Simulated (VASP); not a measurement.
# Rh in VASP: further runs

The runs below take Rh through single point, with r2SCAN.

Program: VASP 6.6.1. These are calculated values, not measurements. Logs are shortened: lines on timing, memory, paths and dates and some standing lists are left out, and cuts for length are marked.

**1. The cell of the first run**

It takes space group Fm-3m (No. 225, cubic). The conventional cell has a = 3.800 Å, b = 3.800 Å, c = 3.800 Å, α = 90.00°, β = 90.00°, γ = 90.00°. Rh (site symmetry m-3m) has 12 Rh at 2.69 Å within 3.5 Å.

**2. Single point, r2SCAN**

POSCAR reads:

```
Rh
1.0
    1.8999717037      1.8999717037      0.0000000000
   -1.8999717037      1.8999717037      0.0000000000
    0.0000000000      0.0000000000      3.7999434075
Rh
2
Direct
    0.0000000000      0.0000000000      0.0000000000
    0.5000000000      0.5000000000      0.5000000000
```

INCAR.step1 reads:

```
  PREC = Accurate
  ENCUT = 520
  ISMEAR = 0
  SIGMA = 0.1
  LREAL = False
  LASPH = True
  NELM = 60
  NBANDS = 22
  GGA = PE
  ALGO = Normal
  EDIFF = 1E-4
  LWAVE = True
  LCHARG = False
```

INCAR.step2 reads:

```
  PREC = Accurate
  ENCUT = 520
  EDIFF = 1E-6
  ISMEAR = 0
  SIGMA = 0.1
  LREAL = False
  LASPH = True
  NELM = 60
  ALGO = Normal
  ISIF = 2
  LWAVE = False
  LCHARG = False
  METAGGA = R2SCAN
  LMIXTAU = True
  NBANDS = 22
  ISTART = 1
```

KPOINTS reads:

```
Automatic mesh
0
Gamma
  20 20 14
```

Potentials or basis: VASP PAW PBE potentials, release 64 (Rh_pv).

Launch:

```
> cat potpaw_PBE.64/Rh_pv/POTCAR > POTCAR
> cp INCAR.step1 INCAR
> mpirun -np 1 vasp_std > vasp.out
> cp INCAR.step2 INCAR
> mpirun -np 1 vasp_std > vasp.out
```

OUTCAR:

```text
PREC = Accurate
   ENCUT = 520
   EDIFF = 1E-6
   ISMEAR = 0
   LREAL = False
   LASPH = True
   NELM = 60
   ISIF = 2
   METAGGA = R2SCAN
   ISTART = 1

 ion  position               nearest neighbor table
   1  0.000  0.000  0.000-   2 2.69   2 2.69   2 2.69   2 2.69   2 2.69   2 2.69   2 2.69   2 2.69

   2  0.500  0.500  0.500-   1 2.69   1 2.69   1 2.69   1 2.69   1 2.69   1 2.69   1 2.69   1 2.69

  LATTYP: Found a simple tetragonal cell.
 ALAT       =     2.6869657515
 C/A-ratio  =     1.4142135624

  Lattice vectors:

 A1 = (   1.8999717037,   1.8999717037,   0.0000000000)
 A2 = (  -1.8999717037,   1.8999717037,   0.0000000000)
 A3 = (   0.0000000000,   0.0000000000,   3.7999434075)

Analysis of symmetry for initial positions (statically):
=====================================================================
 Subroutine PRICEL returns following result:

  LATTYP: Found a face centered cubic cell.
 ALAT       =     3.7999434074

  Lattice vectors:

 A1 = (   0.0000000000,  -1.8999717037,  -1.8999717037)
 A2 = (   1.8999717037,   0.0000000000,  -1.8999717037)
 A3 = (   1.8999717037,  -1.8999717037,   0.0000000000)

   2 primitive cells build up your supercell.

 Routine SETGRP: Setting up the symmetry group for a
 simple tetragonal supercell.

 Subroutine GETGRP returns: Found 16 space group operations
 (whereof 16 operations were pure point group operations)
 out of a pool of 16 trial point group operations.

The static configuration has the point symmetry D_4h.

Analysis of symmetry for dynamics (positions and initial velocities):
=====================================================================
 Subroutine PRICEL returns following result:

  LATTYP: Found a face centered cubic cell.
 ALAT       =     3.7999434074

  Lattice vectors:

 A1 = (   0.0000000000,  -1.8999717037,  -1.8999717037)
 A2 = (   1.8999717037,   0.0000000000,  -1.8999717037)
 A3 = (   1.8999717037,  -1.8999717037,   0.0000000000)

   2 primitive cells build up your supercell.

 Routine SETGRP: Setting up the symmetry group for a
 simple tetragonal supercell.

 Subroutine GETGRP returns: Found 16 space group operations
 (whereof 16 operations were pure point group operations)
 out of a pool of 16 trial point group operations.

The dynamic configuration has the point symmetry D_4h.

 Subroutine INISYM returns: Found 16 space group operations
 (whereof 16 operations are pure point group operations),
 and found     2 'primitive' translations

----------------------------------------------------------------------------------------

                                     Primitive cell

  volume of cell :      13.7174

  direct lattice vectors                    reciprocal lattice vectors
     0.000000000 -1.899971704 -1.899971704    -0.263161814 -0.263161814 -0.263161814
     1.899971704  0.000000000 -1.899971704     0.263161814  0.263161814 -0.263161814
     1.899971704 -1.899971704  0.000000000     0.263161814 -0.263161814  0.263161814

  length of vectors
     2.686965752  2.686965752  2.686965751     0.455809632  0.455809632  0.455809632

  position of ions in fractional coordinates (direct lattice)
     0.000000000  0.000000000  0.000000000

  ion indices of the primitive-cell ions
   primitive index   ion index
                 1           1

----------------------------------------------------------------------------------------

 KPOINTS: Automatic mesh

Automatic generation of k-mesh.
 Grid dimensions read from file:
 generate k-points for:   20   20   14

 Generating k-lattice:

  Cartesian coordinates                     Fractional coordinates (reciprocal lattice)
     0.013158091  0.013158091  0.000000000     0.050000000  0.000000000  0.000000000
    -0.013158091  0.013158091  0.000000000     0.000000000  0.050000000  0.000000000
     0.000000000  0.000000000  0.018797272     0.000000000  0.000000000  0.071428571

  Length of vectors
     0.018608350  0.018608350  0.018797272

  Shift w.r.t. Gamma in fractional coordinates (k-lattice)
     0.000000000  0.000000000  0.000000000

 Subroutine IBZKPT returns following result:
 ===========================================

 Found    528 irreducible k-points:

 Following reciprocal coordinates:
            Coordinates               Weight
  0.000000  0.000000  0.000000      1.000000
  0.050000  0.000000  0.000000      4.000000
  0.100000  0.000000  0.000000      4.000000
  0.150000  0.000000  0.000000      4.000000
  0.200000  0.000000  0.000000      4.000000
  0.250000  0.000000  0.000000      4.000000
[... 16 lines left out ...]
  0.150000  0.100000  0.000000      8.000000
  0.200000  0.100000  0.000000      8.000000
 [... further k-points ...]
   k-points           NKPTS =    528   k-points in BZ     NKDIM =    528   number of bands    NBANDS=     22
   number of dos      NEDOS =    301   number of ions     NIONS =      2
   total plane-waves  NPLWV =  11200
   dimension x,y,z NGX =    20 NGY =   20 NGZ =   28
   dimension x,y,z NGXF=    40 NGYF=   40 NGZF=   56
   ions per type =               2
   NGX,Y,Z   is equivalent  to a cutoff of  12.37, 12.37, 12.25 a.u.
   NGXF,Y,Z  is equivalent  to a cutoff of  24.75, 24.75, 24.50 a.u.
 SYSTEM =  unknown system
   PREC   = accura    normal or accurate (medium, high low for compatibility)
   ISTART =      1    job   : 0-new  1-cont  2-samecut
   ICHARG =      0    charge: 1-file 2-atom 10-const
   ISPIN  =      1    spin polarized calculation?
   LNONCOLLINEAR =      F non collinear calculations
   LSORBIT =      F    spin-orbit coupling
   LASPH  =      T    aspherical Exc in radial PAW
   ENCUT  =  520.0 eV  38.22 Ry    6.18 a.u.   5.00  5.00  7.07*2*pi/ulx,y,z
   NELM   =     60;   NELMIN=  2; NELMDL=  0     # of ELM steps
   EDIFF  = 0.1E-05   stopping-criterion for ELM
   LREAL  =      F    real-space projection
   EDIFFG = 0.1E-04   stopping-criterion for IOM
   NSW    =      0    number of steps for IOM
   IBRION =     -1    ionic relax: 0-MD 1-quasi-New 2-CG
   NFREE  =      0    steps in history (QN), initial steepest desc. (CG)
   ISIF   =      2    stress and relaxation
   ISYM   =      2    0-nonsym 1-usesym 2-fastsym
   POTIM  = 0.5000    time-step for ionic-motion
   TEBEG  =    0.0;   TEEND  =   0.0 temperature during run
   PSTRESS=    0.0 pullay stress
   NELECT =      30.0000    total number of electrons
   NUPDOWN=      -1.0000    fix difference up-down
   EMIN   =  10.00;   EMAX   =-10.00  energy-range for DOS
   EFERMI =   0.00;   METHOD = LEGACY
   ISMEAR =     0;   SIGMA  =   0.10  broadening in eV -4-tet -1-fermi 0-gaus
   EFERMI_NEDOS =   21; number of points for ismear=-14 and -15
   IALGO  =     38    algorithm
   IMIX   =      4    mixing-type and parameters
     AMIX     =   0.40;   BMIX     =  1.00
     AMIX_MAG =   1.60;   BMIX_MAG =  1.00
  volume/ion in A,a.u.               =      13.72        92.57
  Fermi-wavevector in a.u.,A,eV,Ry     =   1.686610  3.187232 38.703878  2.844655
  Thomas-Fermi vector in A             =   2.769244
   LORBIT       =      0    0 simple, 1 ext, 2 COOP (PROOUT), +10 PAW based schemes
   METAGGA = R2SCAN    functional components
   LHFCALC =     F    Hartree Fock is set to
   AEXX    =    0.0000 exact exchange contribution
   IVDW    =     0    specifies the selected vdW correction
   LEPSILON=     F    determine dielectric tensor
   LRPA    =     F    only Hartree local field effects (RPA)
 non-spin polarized calculation
 Gauss-broadening in eV      SIGMA  =   0.10
  energy-cutoff  :      520.00
  volume of cell :       27.43
 maximum number of plane-waves:       760
 NGX is ok and might be reduce to    20
   NGX =  9   NGY =  9   NGZ = 15

 number of electron      30.0000019 magnetization

 Free energy of the ion-electron system (eV)
  ---------------------------------------------------
  ext. energy  EPLUGINS =         0.00000000
  ---------------------------------------------------
  free energy    TOTEN  =       -48.28133397 eV

  energy without entropy =      -48.26938470  energy(sigma->0) =      -48.27535933

 E-fermi :  11.7739     XC(G=0): -15.2217

 val. band max:       11.7718548398   @ k =   0.1000   0.0000   0.1429
 cond. band min:      11.7739693453   @ k =   0.5000   0.3000   0.0000
 fundamental gap:      0.0021145055
 Fermi energy:        11.7739484356

 k-point     1 :       0.0000    0.0000    0.0000
  band No.  band energies     occupation
      1     -36.7598      2.00000
      2     -36.3050      2.00000
      3     -36.3050      2.00000
      4     -36.0146      2.00000
      5     -36.0146      2.00000
      6     -36.0130      2.00000
[... 14 lines left out ...]
     21      25.7958      0.00000
     22      28.4897      0.00000

 k-point     2 :       0.0500    0.0000    0.0000
  band No.  band energies     occupation
      1     -36.7544      2.00000
      2     -36.3137      2.00000
      3     -36.3023      2.00000
      4     -36.0271      2.00000
      5     -36.0166      2.00000
      6     -36.0155      2.00000
[... 14 lines left out ...]
     21      25.9480      0.00000
     22      28.5925      0.00000

 k-point     3 :       0.1000    0.0000    0.0000
  band No.  band energies     occupation
      1     -36.7381      2.00000
      2     -36.3389      2.00000
      3     -36.2946      2.00000
      4     -36.0635      2.00000
      5     -36.0275      2.00000
      6     -36.0183      2.00000
[... 14 lines left out ...]
     21      26.3916      0.00000
     22      28.8864      0.00000
[... 476 lines left out ...]
 k-point    23 :       0.1500    0.1000    0.0000
  band No.  band energies     occupation
      1     -36.6918      2.00000
      2     -36.3820      2.00000
      3     -36.3020      2.00000
      4     -36.1406      2.00000
      5     -36.0580      2.00000
      6     -36.0532      2.00000
[... 14 lines left out ...]
     21      25.8861      0.00000
     22      29.1640      0.00000

 k-point    24 :       0.2000    0.1000    0.0000
  band No.  band energies     occupation
      1     -36.6575      2.00000
      2     -36.4280      2.00000
      3     -36.2876      2.00000
      4     -36.2097      2.00000
      5     -36.0816      2.00000
      6     -36.0616      2.00000
[... 14 lines left out ...]
     21      26.6346      0.00000
     22      29.1639      0.00000

 [... further k-points ...]

------------------------ aborting loop because EDIFF is reached ----------------------------------------

  FORCE on cell =-STRESS in cart. coord.  units (eV):
  Direction    XX          YY          ZZ          XY          YZ          ZX
  --------------------------------------------------------------------------------------
  -------------------------------------------------------------------------------------
  Total        0.1912010      0.1912010      0.2348477      0.0000000      0.0000000      0.0000000
  in kB       11.1660455     11.1660455     13.7149876      0.0000000      0.0000000      0.0000000
  external PRESSURE =      12.0156928 kB  Pullay stress =       0.0000000 kB

 VOLUME and BASIS-vectors are now :
 -----------------------------------------------------------------------------
  energy-cutoff  :      520.00
  volume of cell :       27.43
      direct lattice vectors                 reciprocal lattice vectors
     1.899971704  1.899971704  0.000000000     0.263161814  0.263161814  0.000000000
    -1.899971704  1.899971704  0.000000000    -0.263161814  0.263161814  0.000000000
     0.000000000  0.000000000  3.799943407     0.000000000  0.000000000  0.263161814

 POSITION                                       TOTAL-FORCE (eV/Angst)
 -----------------------------------------------------------------------------------
      0.00000      0.00000      0.00000         0.000000     -0.000000     -0.000000
      0.00000      1.89997      1.89997        -0.000000      0.000000      0.000000
 -----------------------------------------------------------------------------------
    total drift:                               -0.000000      0.000000      0.000000

  FREE ENERGIE OF THE ION-ELECTRON SYSTEM (eV)
  ---------------------------------------------------
  free  energy   TOTEN  =       -48.2813339656 eV

  energy  without entropy=      -48.2693847011  energy(sigma->0) =      -48.27535933
```

Run time: 6.9 min. Hardware: 1 thread of Intel Xeon Platinum 8488C (Sapphire Rapids), shared host; peak memory 0.34 GiB.

What came out:

| Item | Value |
| --- | --- |
| Free energy | -48.2813 eV |
| Pressure | 1.2 GPa |
| Band gap on the k mesh | zero (bands 15 and 16 overlap by 2.55 eV) |

Caveat: the PAW data sets were made with another functional, which shifts forces and pressure a little.

**3. Single point, r2SCAN (equal strain along all axes, cell held: -1.0 %)**

POSCAR reads:

```
Rh
1.0
    1.8809719865      1.8809719865      0.0000000000
   -1.8809719865      1.8809719865      0.0000000000
    0.0000000000      0.0000000000      3.7619439729
Rh
2
Direct
    0.0000000000      0.0000000000      0.0000000000
    0.5000000000      0.5000000000      0.5000000000
```

INCAR.step1 reads:

```
PREC = Accurate
ENCUT = 550
ISMEAR = 0
SIGMA = 0.1
LREAL = False
LASPH = True
NELM = 120
NBANDS = 22
GGA = PE
ALGO = Normal
EDIFF = 1E-5
LWAVE = True
LCHARG = False
GGA_COMPAT = False
```

INCAR.step2 reads:

```
PREC = Accurate
ENCUT = 550
EDIFF = 1E-6
ISMEAR = 0
SIGMA = 0.1
LREAL = False
LASPH = True
NELM = 120
ALGO = Normal
ISIF = 2
LWAVE = False
LCHARG = True
METAGGA = R2SCAN
LMIXTAU = True
LELF = True
LVHAR = True
NBANDS = 22
ISTART = 1
GGA_COMPAT = False
```

KPOINTS reads:

```
regular mesh
0
Gamma
  20 20 14
```

Potentials or basis: VASP PAW PBE potentials, release 64 (Rh_pv).

Launch:

```
> cat potpaw_PBE.64/Rh_pv/POTCAR > POTCAR
> cp INCAR.step1 INCAR
> mpirun -np 1 vasp_std > vasp.out
> cp INCAR.step2 INCAR
> mpirun -np 1 vasp_std > vasp.out
```

Run time: 11 min. Hardware: 1 thread of Oxide Virtual Turin-like, shared host; peak memory 0.32 GiB.

It converged, with:

```
Free energy            : -48.2510 eV
Pressure               : 10.5 GPa
Band gap on the k mesh : zero (bands 15 and 16 overlap by 2.68 eV)
```

Levels at points of the mesh, in eV from the Fermi level:
```tsv
k point	band 12	band 13	band 14	band 15	band 16	band 17	band 18	band 19
(0.00, 0.00, 0.00)	-3.33	-1.12	-1.12	0.55	1.11	1.11	3.54	13.31
(0.50, 0.00, 0.00)	-3.75	-2.11	-2.11	-1.17	-1.17	3.38	3.38	14.31
(0.50, 0.50, 0.00)	0.55	1.11	1.11	1.11	1.11	3.54	3.54	13.31
(0.00, 0.00, 0.50)	-2.08	-1.56	-1.56	-1.56	-1.56	-0.33	-0.33	17.35
(0.50, 0.00, 0.50)	-3.46	0.63	0.63	0.63	0.63	0.87	0.87	9.45
(0.50, 0.50, 0.50)	-4.12	-1.35	-1.35	1.11	1.11	10.36	10.36	10.36
```

Caveat: the cell differs from its parent crystal (equal strain along all axes, cell held: -1.0 %); the cell stands under pressure; the PAW data sets were made with another functional, which shifts forces and pressure a little.

**4. Single point, r2SCAN**

POSCAR reads:

```
Rh
1.0
    1.8999717035      1.8999717035      0.0000000000
   -1.8999717035      1.8999717035      0.0000000000
    0.0000000000      0.0000000000      3.7999434070
Rh
2
Direct
    0.0000000000      0.0000000000      0.0000000000
    0.5000000000      0.5000000000      0.5000000000
```

INCAR.step1 reads:

```
  PREC = Accurate
  ENCUT = 550
  ISMEAR = 0
  SIGMA = 0.1
  LREAL = False
  LASPH = True
  NELM = 120
  NBANDS = 22
  GGA = PE
  ALGO = Normal
  EDIFF = 1E-5
  LWAVE = True
  LCHARG = False
  GGA_COMPAT = False
```

INCAR.step2 reads:

```
  PREC = Accurate
  ENCUT = 550
  EDIFF = 1E-6
  ISMEAR = 0
  SIGMA = 0.1
  LREAL = False
  LASPH = True
  NELM = 120
  ALGO = Normal
  ISIF = 2
  LWAVE = False
  LCHARG = False
  METAGGA = R2SCAN
  LMIXTAU = True
  NBANDS = 22
  ISTART = 1
  GGA_COMPAT = False
```

KPOINTS reads:

```
Automatic mesh
0
Gamma
  20 20 14
```

Launch:

```
> cat potpaw_PBE.64/Rh_pv/POTCAR > POTCAR
> cp INCAR.step1 INCAR
> mpirun -np 1 vasp_std > vasp.out
> cp INCAR.step2 INCAR
> mpirun -np 1 vasp_std > vasp.out
```

Wall time 16 min (1 thread of Oxide Virtual Turin-like, shared host); peak memory 0.34 GiB.

The run converged. Its results:

```yaml
Free_energy: -48.2807 eV
Pressure: 1.1 GPa
Band_gap_on_the_k_mesh: zero (bands 15 and 16 overlap by 2.55 eV)
```

Levels at points of the mesh, in eV from the Fermi level:
| k point | band 12 | band 13 | band 14 | band 15 | band 16 | band 17 | band 18 | band 19 |
| --- | --- | --- | --- | --- | --- | --- | --- | --- |
| (0.00, 0.00, 0.00) | -3.18 | -1.07 | -1.07 | 0.52 | 1.05 | 1.05 | 3.49 | 12.91 |
| (0.50, 0.00, 0.00) | -3.58 | -2.01 | -2.01 | -1.11 | -1.11 | 3.25 | 3.25 | 14.04 |
| (0.50, 0.50, 0.00) | 0.52 | 1.05 | 1.05 | 1.05 | 1.05 | 3.49 | 3.49 | 12.91 |
| (0.00, 0.00, 0.50) | -1.99 | -1.49 | -1.49 | -1.49 | -1.49 | -0.32 | -0.32 | 17.39 |
| (0.50, 0.00, 0.50) | -3.29 | 0.59 | 0.59 | 0.59 | 0.59 | 0.90 | 0.90 | 9.11 |
| (0.50, 0.50, 0.50) | -3.94 | -1.28 | -1.28 | 1.06 | 1.06 | 10.12 | 10.12 | 10.12 |

Caveat: the PAW data sets were made with another functional, which shifts forces and pressure a little.

**5. Single point, r2SCAN (biaxial strain in the a-b plane: -3.0 %)**

POSCAR reads:

```
Rh
1.0
    1.8429725525      1.8429725525      0.0000000000
   -1.8429725525      1.8429725525      0.0000000000
    0.0000000000      0.0000000000      3.8683423886
Rh
2
Direct
    0.0000000000      0.0000000000      0.0000000000
    0.5000000000      0.5000000000      0.5000000000
```

INCAR.step1 reads:

```
ALGO = Normal ; EDIFF = 1E-4
ENCUT = 520 ; GGA = PE
ISMEAR = 0 ; LASPH = T
LCHARG = F ; LREAL = F
LWAVE = T ; NBANDS = 22
NELM = 60 ; PREC = Accurate
SIGMA = 0.1
```

INCAR.step2 reads:

```
ALGO = Normal ; EDIFF = 1E-6
ENCUT = 520 ; ISIF = 2
ISMEAR = 0 ; ISTART = 1
LASPH = T ; LCHARG = F
LMIXTAU = T ; LREAL = F
LWAVE = F ; METAGGA = R2SCAN
NBANDS = 22 ; NELM = 60
PREC = Accurate ; SIGMA = 0.1
```

KPOINTS reads:

```
k-points
0
Gamma
  20 20 14
```

Launch:

```
> cat potpaw_PBE.64/Rh_pv/POTCAR > POTCAR
> cp INCAR.step1 INCAR
> mpirun -np 1 vasp_std > vasp.out
> cp INCAR.step2 INCAR
> mpirun -np 1 vasp_std > vasp.out
```

Run time: 7.5 min. Hardware: 1 thread of Oxide Virtual Turin-like, shared host; peak memory 0.29 GiB.

It converged, with:

* Free energy: -48.1884 eV
* Pressure: 15.5 GPa
* Band gap on the k mesh: zero (bands 15 and 16 overlap by 2.96 eV)

Stress tensor (GPa, compression positive):
```
20.11  0.00  0.00
 0.00 20.11  0.00
 0.00  0.00  6.18
```

Levels at points of the mesh, in eV from the Fermi level:
```tsv
k point	band 12	band 13	band 14	band 15	band 16	band 17	band 18	band 19
(0.00, 0.00, 0.00)	-3.19	-1.51	-0.79	0.61	1.10	1.10	2.84	12.56
(0.50, 0.00, 0.00)	-3.73	-2.06	-2.06	-1.04	-1.04	3.71	3.71	13.85
(0.50, 0.50, 0.00)	0.53	0.88	0.88	1.42	1.42	3.95	3.95	13.70
(0.00, 0.00, 0.50)	-2.47	-1.44	-1.44	-1.44	-1.44	-0.12	-0.12	17.35
(0.50, 0.00, 0.50)	-3.23	0.51	0.51	0.78	0.78	0.87	0.87	9.61
(0.50, 0.50, 0.50)	-4.18	-1.43	-1.43	1.42	1.42	10.47	10.47	10.47
```

Caveat: the cell differs from its parent crystal (biaxial strain in the a-b plane: -3.0 %); the stress differs along the axes, from 6 to 20 GPa; the PAW data sets were made with another functional, which shifts forces and pressure a little.

(Continued in part 2 of 2.)
